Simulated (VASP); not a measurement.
**HfO2: single point with PBEsol**

HfO2:

```
CELL_PARAMETERS angstrom
4.81353 0.00000 0.00000
0.00000 4.81353 0.00000
0.00000 0.00000 3.20542
ATOMIC_POSITIONS crystal
Hf 0.00000 0.00000 0.00000
Hf 0.50000 0.50000 0.50000
O 0.19496 0.80504 0.50000
O 0.30504 0.30504 0.00000
O 0.69496 0.69496 0.98440
O 0.80504 0.19496 0.50000
```

```json
{
 "Program": "VASP 6.6.1",
 "Task": "single point",
 "Functional": "PBEsol",
 "Potentials or basis": "VASP PAW PBE potentials, release 64 (Hf_pv, O)",
 "Cutoff": "520 eV",
 "k mesh": "6 × 6 × 8",
 "Occupations": "methfessel-paxton, width 0.01 eV",
 "Spin": "no spin polarisation"
}
```

```
Pressure               : -0.8 GPa
Largest force          : 0.523 eV/Å
Band gap on the k mesh : 3.88 eV
```

Forces in eV/Å, atoms in the order of the input:
```
Hf   0.004  0.004 -0.006
Hf  -0.039 -0.039 -0.190
O   -0.024  0.024 -0.077
O    0.018  0.018 -0.172
O    0.017  0.017  0.522
O    0.024 -0.024 -0.077
```

Stress tensor (GPa, compression positive):
```
-0.54  0.06  0.90
 0.06 -0.54  0.90
 0.90  0.90 -1.25
```

Levels at points of the mesh, in eV from the valence-band top:
```tsv
k point	band 18	band 19	band 20	band 21	band 22	band 23	band 24	band 25	band 26	band 27
(0.00, 0.00, 0.00)	-1.64	-0.75	-0.50	-0.50	0.00	3.88	4.05	5.17	5.54	5.54
(0.50, 0.00, 0.00)	-2.80	-1.48	-1.48	-0.68	-0.68	4.56	4.56	6.16	6.18	6.45
(0.50, 0.50, 0.00)	-1.81	-1.15	-1.15	-0.84	-0.84	4.13	4.14	5.60	5.60	6.62
(0.00, 0.00, 0.50)	-2.11	-2.08	-2.07	-0.97	-0.97	5.49	5.63	6.03	6.05	6.05
(0.50, 0.00, 0.50)	-1.82	-1.78	-1.75	-0.95	-0.93	4.09	4.10	6.27	6.31	6.87
(0.50, 0.50, 0.50)	-2.05	-1.14	-1.10	-0.51	-0.51	5.02	5.11	5.81	5.81	6.40
```

It took 4.3 min on 1 thread of Intel Xeon 8259CL (shared host), peak memory 0.29 GiB.

Caveat: the PAW data sets were made with another functional, which shifts forces and pressure a little; spin-orbit coupling is left out, which moves the levels of the heavy elements. A k mesh can miss the band edges.
